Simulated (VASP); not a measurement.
# Sb (P6/mmm) in VASP: further runs, part 2 of 2

VASP 6.6.1. Earlier steps stand in the parts before.

## 3. Single point, RPBE (26.00 Å³/atom)

This run uses another cell than the first one, of 26.00 Å³/atom.

The input, INCAR:

```
PREC = Accurate
ENCUT = 520
EDIFF = 1E-6
ISMEAR = -1
SIGMA = 0.1
LREAL = F
LASPH = T
NELM = 60
ALGO = Normal
ISIF = 2
LWAVE = F
LCHARG = F
GGA = RP
NBANDS = 14
```

The input, KPOINTS:

```
Automatic mesh
0
Gamma
  8 8 11
```

The input, POSCAR:

```
Sb
1.0
    5.3253425613      0.0000000000      0.0000000000
   -2.6626712806      4.6118819420      0.0000000000
    0.0000000000      0.0000000000      3.1756276826
Sb
3
Direct
    0.0000000000      0.0000000000      0.0000000000
    0.3333333333      0.6666666667      0.5000000000
    0.6666666667      0.3333333333      0.5000000000
```

Potentials or basis: VASP PAW PBE potentials, release 64 (Sb).

Launch:

```console
cat potpaw_PBE.64/Sb/POTCAR > POTCAR
mpirun -np 1 vasp_std > vasp.out
```

OUTCAR:

```text
PREC = Accurate
   ENCUT = 520
   EDIFF = 1E-6
   ISMEAR = -1
   LREAL = F
   LASPH = T
   NELM = 60
   ISIF = 2
   GGA = RP

 ion  position               nearest neighbor table
   1  0.000  0.000  0.000-   2 3.46   3 3.46   2 3.46   3 3.46   3 3.46   3 3.46   2 3.46   2 3.46
                             3 3.46   3 3.46   2 3.46   2 3.46
   2  0.333  0.667  0.500-   3 3.07   3 3.07   3 3.07   1 3.46   1 3.46   1 3.46   1 3.46   1 3.46
                             1 3.46
   3  0.667  0.333  0.500-   2 3.07   2 3.07   2 3.07   1 3.46   1 3.46   1 3.46   1 3.46   1 3.46
                             1 3.46

  LATTYP: Found a hexagonal cell.
 ALAT       =     5.3253425613
 C/A-ratio  =     0.5963236442

  Lattice vectors:

 A1 = (   5.3253425613,   0.0000000000,   0.0000000000)
 A2 = (  -2.6626712806,   4.6118819420,   0.0000000000)
 A3 = (   0.0000000000,   0.0000000000,   3.1756276826)

Analysis of symmetry for initial positions (statically):
=====================================================================
 Subroutine PRICEL returns:
 Original cell was already a primitive cell.

 Routine SETGRP: Setting up the symmetry group for a
 hexagonal supercell.

 Subroutine GETGRP returns: Found 24 space group operations
 (whereof 24 operations were pure point group operations)
 out of a pool of 24 trial point group operations.

The static configuration has the point symmetry D_6h.

Analysis of symmetry for dynamics (positions and initial velocities):
=====================================================================
 Subroutine PRICEL returns:
 Original cell was already a primitive cell.

 Routine SETGRP: Setting up the symmetry group for a
 hexagonal supercell.

 Subroutine GETGRP returns: Found 24 space group operations
 (whereof 24 operations were pure point group operations)
 out of a pool of 24 trial point group operations.

The dynamic configuration has the point symmetry D_6h.

 Subroutine INISYM returns: Found 24 space group operations
 (whereof 24 operations are pure point group operations),
 and found     1 'primitive' translations

[... 124 lines left out ...]
   IVDW    =     0    specifies the selected vdW correction
   LEPSILON=     F    determine dielectric tensor
   LRPA    =     F    only Hartree local field effects (RPA)
 non-spin polarized calculation
  energy-cutoff  :      520.00
  volume of cell :       77.99
 maximum number of plane-waves:      2116
 NGX is ok and might be reduce to    40
   NGX = 19   NGY = 19   NGZ = 11

 number of electron      15.0000001 magnetization

 Free energy of the ion-electron system (eV)
  ---------------------------------------------------
  ext. energy  EPLUGINS =         0.00000000
  ---------------------------------------------------
  free energy    TOTEN  =       -10.46958533 eV

  energy without entropy =      -10.41572622  energy(sigma->0) =      -10.44265577

 E-fermi :   8.9751     XC(G=0): -10.3378

 val. band max:        8.8929926244   @ k =   0.3750  -0.0000   0.3636
 cond. band min:       8.9922871830   @ k =   0.5000  -0.0000   0.2727
 fundamental gap:      0.0992945586
 Fermi energy:         8.9751149180

 k-point     1 :       0.0000    0.0000    0.0000
  band No.  band energies     occupation
      1      -4.1379      2.00000
      2       0.8042      2.00000
      3       0.9996      2.00000
      4       4.8621      2.00000
      5       4.8621      2.00000
      6       5.1407      2.00000
      7       5.1407      2.00000
      8      10.7457      0.00000
      9      14.5996      0.00000
     10      14.7246      0.00000
     11      14.7246      0.00000
     12      15.1404      0.00000
     13      15.1731      0.00000
     14      19.5065      0.00000
[... 377 lines left out ...]
      1      -2.6649      2.00000
      2      -0.9797      2.00000
      3       0.5318      2.00000
      4       3.7301      2.00000
      5       6.7573      2.00000
      6       8.4723      1.98698
      7       8.9929      0.91140
      8       9.2631      0.10630
      9      10.7291      0.00000
     10      11.0959      0.00000
     11      11.3507      0.00000
     12      11.8738      0.00000
     13      15.2497      0.00000
     14      16.9006      0.00000

 [... further k-points ...]
[... 5 lines left out ...]
  --------------------------------------------------------------------------------------
  -------------------------------------------------------------------------------------
  Total        2.8546796      2.8546796      1.7463108      0.0000000      0.0000000      0.0000000
  in kB       58.6425225     58.6425225     35.8737528      0.0000000      0.0000000      0.0000000
  external PRESSURE =      51.0529326 kB  Pullay stress =       0.0000000 kB

 VOLUME and BASIS-vectors are now :
 -----------------------------------------------------------------------------
  energy-cutoff  :      520.00
  volume of cell :       77.99
      direct lattice vectors                 reciprocal lattice vectors
     5.325342561  0.000000000  0.000000000     0.187781347  0.108415611  0.000000000
    -2.662671281  4.611881942  0.000000000     0.000000000  0.216831223  0.000000000
     0.000000000  0.000000000  3.175627683     0.000000000  0.000000000  0.314898376

 POSITION                                       TOTAL-FORCE (eV/Angst)
 -----------------------------------------------------------------------------------
      0.00000      0.00000      0.00000         0.000000      0.000000     -0.000000
     -0.00000      3.07459      1.58781        -0.000000      0.000000      0.000000
      2.66267      1.53729      1.58781         0.000000     -0.000000     -0.000000
 -----------------------------------------------------------------------------------
    total drift:                                0.000000     -0.000000      0.000000

  FREE ENERGIE OF THE ION-ELECTRON SYSTEM (eV)
  ---------------------------------------------------
  free  energy   TOTEN  =       -10.4695853269 eV

  energy  without entropy=      -10.4157262228  energy(sigma->0) =      -10.44265577
```

Wall time 16 s (1 thread of Intel Xeon 6975P-C (Granite Rapids), shared host); peak memory 0.2 GiB.

What came out:

```yaml
Free_energy: -10.4696 eV
Pressure: 5.1 GPa
Band_gap_on_the_k_mesh: zero (an odd number of electrons rules out a gap without spin polarisation)
```

Caveat: the cell stands under pressure; the PAW data sets were made with another functional, which shifts forces and pressure a little; spin-orbit coupling is left out, which moves the levels of the heavy elements.

## 4. Single point, RPBE (27.13 Å³/atom)

This run uses another cell than the first one, of 27.13 Å³/atom.

The input, INCAR:

```
SYSTEM = Sb
PREC = Accurate
ENCUT = 520
EDIFF = 1E-7
ISMEAR = -1
SIGMA = 0.1
LREAL = .FALSE.
LASPH = .TRUE.
NELM = 80
ALGO = Normal
ISIF = 2
LWAVE = .FALSE.
LCHARG = .FALSE.
GGA = RP
NBANDS = 14
```

The input, KPOINTS:

```
regular mesh
0
G
  8 8 11
  0 0 0
```

The input, POSCAR:

```
Sb
1.0
    5.4014291633      0.0000000000      0.0000000000
   -2.7007145816      4.6777748722      0.0000000000
    0.0000000000      0.0000000000      3.2209999224
Sb
3
Direct
    0.0000000000      0.0000000000      0.0000000000
    0.3333333333      0.6666666667      0.5000000000
    0.6666666667      0.3333333333      0.5000000000
```

Launch:

```console
cat potpaw_PBE.64/Sb/POTCAR > POTCAR
mpirun -np 1 vasp_std > vasp.out
```

It took 22 s on 1 thread of Intel Xeon 6975P-C (Granite Rapids), shared host; peak memory 0.2 GiB.

Results (log left out):

| Property | Result |
| --- | --- |
| Free energy | -10.5443 eV |
| Pressure | 2.1 GPa |
| Band gap on the k mesh | zero (an odd number of electrons rules out a gap without spin polarisation) |

Stress tensor (GPa, compression positive):
```
2.71 0.00 0.00
0.00 2.71 0.00
0.00 0.00 0.80
```

Levels at points of the mesh, in eV from the Fermi level:
```tsv
k point	band 4	band 5	band 6	band 7	band 8	band 9	band 10	band 11
(0.00, 0.00, 0.00)	-3.92	-3.92	-3.64	-3.64	1.71	5.41	5.41	5.57
(0.50, 0.00, 0.00)	-5.59	-0.96	-0.72	1.03	1.39	2.16	3.35	3.38
```

Caveat: the PAW data sets were made with another functional, which shifts forces and pressure a little; spin-orbit coupling is left out, which moves the levels of the heavy elements.

## 5. Summary

| cell | gap on the mesh (eV) | pressure (GPa) |
| --- | --- | --- |
| a = 5.247, b = 5.247, c = 3.129 Å, angles 90.0, 90.0, 120.0°, 3 atoms | none | 8.9 |
| a = 5.325, b = 5.325, c = 3.176 Å, angles 90.0, 90.0, 120.0°, 3 atoms | none | 5.1 |
| a = 5.401, b = 5.401, c = 3.221 Å, angles 90.0, 90.0, 120.0°, 3 atoms | none | 2.1 |

Alike in all rows: task single point; level RPBE; potentials or basis VASP PAW PBE potentials, release 64 (Sb); no spin polarisation; k mesh 8 × 8 × 11; cutoff (eV) 520; smearing fermi-dirac 0.1 eV.

Caveats: the PAW data sets were made with another functional, which shifts forces and pressure a little; spin-orbit coupling is left out, which moves the levels of the heavy elements; the cell stands under pressure (at least some runs).

Total energies depend on the potentials used, so only differences within one code and one set of settings carry meaning.
